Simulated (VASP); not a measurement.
Input of a VASP 6.6.1 run:

Contents of INCAR:

```
SYSTEM = Sn
PREC = Accurate
ENCUT = 520
EDIFF = 1E-6
ISMEAR = 0
SIGMA = 0.15
LREAL = .False.
LASPH = .True.
NELM = 100
ALGO = Normal
ISIF = 2
LWAVE = .False.
LCHARG = .False.
NBANDS = 21
```

Contents of KPOINTS:

```
regular mesh
0
Gamma
  18 18 18
  0 0 0
```

File POSCAR:

```
Sn
1.0
   -3.1038098185      3.1038098185      1.4350810438
    3.1038098185     -3.1038098185      1.4350810438
    3.1038098185      3.1038098185     -1.4350810438
Sn
2
Direct
    0.7500000000      0.2500000000      0.5000000000
    0.0000000000      0.0000000000      0.0000000000
```

Potentials or basis: VASP PAW LDA potentials, release 64 (Sn_d).

Command:

```bash
$ cat potpaw_LDA.64/Sn_d/POTCAR > POTCAR
$ mpirun -np 1 vasp_std > vasp.out
```

Estimate the band gap on the k mesh.

zero (band 14 reaches 8.53 eV, above the bottom of band 15 at 5.61 eV).

Predict the pressure.

-0.8 GPa.

Stress tensor (GPa, compression positive):
```
-5.00  0.00  0.00
 0.00 -5.00  0.00
 0.00  0.00  7.69
```

Caveat: spin-orbit coupling is left out, which moves the levels of the heavy elements.
